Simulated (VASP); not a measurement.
A run of VASP 6.6.1:

Contents of INCAR:

```
SYSTEM = CuSbSe4
PREC = Accurate ; ENCUT = 520
EDIFF = 1E-7 ; ISMEAR = 0
SIGMA = 0.15 ; LREAL = .FALSE.
LASPH = .TRUE. ; NELM = 150
ALGO = Normal ; ISIF = 2
LWAVE = .FALSE. ; LCHARG = .TRUE.
ISPIN = 2 ; MAGMOM = 1 0 0 0 0 0
LORBIT = 11 ; LMAXMIX = 4
GGA = PE ; LELF = .TRUE.
LVHAR = .TRUE. ; NBANDS = 33
```

Contents of KPOINTS:

```
regular mesh
0
G
  3 3 3
  0 0 0
```

File POSCAR:

```
CuSbSe4
1.0
    2.4825219069      1.4332846895      6.3357855702
   -2.4825219069      1.4332846895      6.3357855702
    0.0000000000     -2.8665693842      6.3357855690
Cu Sb Se
1 1 4
Direct
    0.5000000000      0.5000000000      0.5000000000
    0.0000000000      0.0000000000      0.0000000000
    0.3768059509      0.3768059509      0.3768059509
    0.6231940491      0.6231940491      0.6231940491
    0.8396385063      0.8396385063      0.8396385063
    0.1603614937      0.1603614937      0.1603614937
```

Potentials or basis: VASP PAW PBE potentials, release 64 (Cu, Sb, Se).

Run with:

```console
$ cat potpaw_PBE.64/Cu/POTCAR potpaw_PBE.64/Sb/POTCAR potpaw_PBE.64/Se/POTCAR > POTCAR
$ mpirun -np 1 vasp_std > vasp.out
```

Hardware: 1 thread of Intel(R) Xeon(R) 6975P-C (Granite Rapids), with other jobs on the host.

Q: How long does it take, and how much memory?

A: It took 2.1 min on 1 thread of Intel(R) Xeon(R) 6975P-C (Granite Rapids), on a shared host, peak memory 0.52 GiB. Counts: scf iterations 21, k points 6.
